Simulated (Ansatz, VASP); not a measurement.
**CaMg: VASP beside Ansatz**

The input INCAR:

```
ALGO = Fast ; EDIFF = 1E-6
ENCUT = 520 ; GGA = CA
ISIF = 2 ; ISMEAR = 0
LASPH = T ; LCHARG = F
LREAL = F ; LWAVE = F
NBANDS = 13 ; NELM = 60
PREC = Accurate ; SIGMA = 0.15
```

KPOINTS

```
k-points
0
Gamma
  14 14 14
```

The input POSCAR:

```
CaMg
1.0
    3.7698830107      0.0000000000      0.0000000000
    0.0000000000      3.7698830107      0.0000000000
    0.0000000000      0.0000000000      4.0413145874
Ca Mg
1 1
Direct
    0.0000000000      0.0000000000      0.0000000000
    0.5000000000      0.5000000000      0.5000000000
```

Input for Ansatz:

```yaml
crystal:
  lattice:
    - [3.7698830107, 0.0, 0.0]
    - [0.0, 3.7698830107, 0.0]
    - [0.0, 0.0, 4.0413145874]
  atoms:
    - { symbol: Ca, position: [0.0, 0.0, 0.0] }
    - { symbol: Mg, position: [0.5, 0.5, 0.5] }
basis:
  ecutwfc: 520.0
kpoints:
  mp_grid: { grid: [14, 14, 14] }
hamiltonian:
  xc: lda
scf:
  occupations: { method: gaussian, width: 0.15 }
output:
  forces: true
  stress: true
  eigenvalues: true
```

Alike in both runs: task single point; functional LDA; k mesh 14 × 14 × 14; occupations gaussian, width 0.15 eV; no spin polarisation.

```csv
,VASP,Ansatz
version,VASP 6.6.1,Ansatz 0.2.0
potentials or method,"VASP PAW LDA potentials, release 64 (Ca_sv, Mg), cutoff 520 eV","scalar-relativistic, plane waves, PAW"
valence electrons in the cell,12,20
```

Ansatz gave:

- gap on the k mesh at the Fermi level (eV): none
- pressure (GPa): 0.0
- traceless stress, the component that is largest in VASP (GPa): -0.44

Task: What did VASP give for the same quantities?

Result: gap on the k mesh at the Fermi level (eV): none; pressure (GPa): -0.1; traceless stress, the component that is largest in VASP (GPa): -0.45.

LDA's correlation is that of Perdew and Zunger in VASP and of Perdew and Wang (1992) in Ansatz. A gap of «none» marks a metal or a gap that the smearing closes. VASP's potentials hold 12 valence electrons a cell and Ansatz's 20, so a difference there can come from the potentials and not from the codes.
